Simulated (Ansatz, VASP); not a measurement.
## One calculation of Si, two programs

Contents of INCAR:

```
SYSTEM = Si
ALGO = Normal
EDIFF = 1E-6
ENCUT = 520
GGA = PS
GGA_COMPAT = .FALSE.
ISIF = 2
ISMEAR = 0
LASPH = .TRUE.
LCHARG = .FALSE.
LORBIT = 11
LORBMOM = .TRUE.
LREAL = .FALSE.
LSORBIT = .TRUE.
LWAVE = .FALSE.
MAGMOM = 0 0 0 0 0 0 0 0 0 0 0 0
NBANDS = 30
NELM = 150
PREC = Accurate
SIGMA = 0.01
```

File KPOINTS:

```
k-points
0
G
  9 9 6
  0 0 0
```

The input POSCAR:

```
Si
1.0
    3.8438634368      0.0000000000      0.0000000000
   -1.9219317184      3.3288833850      0.0000000000
    0.0000000000      0.0000000000      6.3126789988
Si
4
Direct
    0.3333333333      0.6666666667     -0.0004601551
    0.6666666667      0.3333333333      0.4995398449
    0.3333333333      0.6666666667      0.3744601551
    0.6666666667      0.3333333333      0.8744601551
```

Input for Ansatz:

```yaml
crystal:
  lattice:
    - [3.8438634368, 0.0, 0.0]
    - [-1.9219317184, 3.328883385, 0.0]
    - [0.0, 0.0, 6.3126789988]
  atoms:
    - { symbol: Si, position: [0.3333333333, 0.6666666667, -0.0004601551] }
    - { symbol: Si, position: [0.6666666667, 0.3333333333, 0.4995398449] }
    - { symbol: Si, position: [0.3333333333, 0.6666666667, 0.3744601551] }
    - { symbol: Si, position: [0.6666666667, 0.3333333333, 0.8744601551] }
basis:
  ecutwfc: 420
kpoints:
  mp_grid: { grid: [9, 9, 6] }
  band_path:
    path:
      - [0.0, 0.0, 0.0]
      - [0.0, 0.0, 0.0]
      - [0.5, 0.0, 0.0]
      - [0.5, 0.0, 0.0]
      - [0.3333333333, 0.3333333333, 0.0]
      - [0.0, 0.0, 0.5]
      - [0.0073412384, -0.0036706192, 0.0]
      - [-0.0073412384, 0.0036706192, 0.0]
      - [0.0, 0.0, 0.0120563288]
      - [0.0, 0.0, -0.0120563288]
      - [0.0073412384, -0.0036706192, 0.0]
      - [-0.0073412384, 0.0036706192, 0.0]
      - [0.0, 0.0, 0.0120563288]
      - [0.0, 0.0, -0.0120563288]
    npoints: 1
hamiltonian:
  xc: pbesol
  pseudopotentials: { kind: paw_fr, azcp: { folder: soft_1 } }
scf:
  occupations: { method: fixed }
  n_extra_bands: 12
output:
  eigenvalues: true
magnetization:
  noncollinear: true
  spin_orbit: true
```

Alike in both runs: task single point; functional PBEsol; k mesh 9 × 9 × 6; non-collinear spin, spin-orbit coupling.

|  | VASP | Ansatz |
| --- | --- | --- |
| version | VASP 6.6.1 | Ansatz 0.2.0 |
| potentials or method | VASP PAW PBE potentials, release 64 (Si), cutoff 520 eV | plane waves, PAW |
| occupations | gaussian, width 0.01 eV | fixed |
| valence electrons in the cell | 16 | 16 |

|  | VASP | Ansatz | Ansatz less VASP |
| --- | --- | --- | --- |
| net moment per atom (μB) | 0.00 | 0.00 | 0.000 |

VASP's potentials were made for PBE, not for PBEsol, and Ansatz warns of the same on its side.
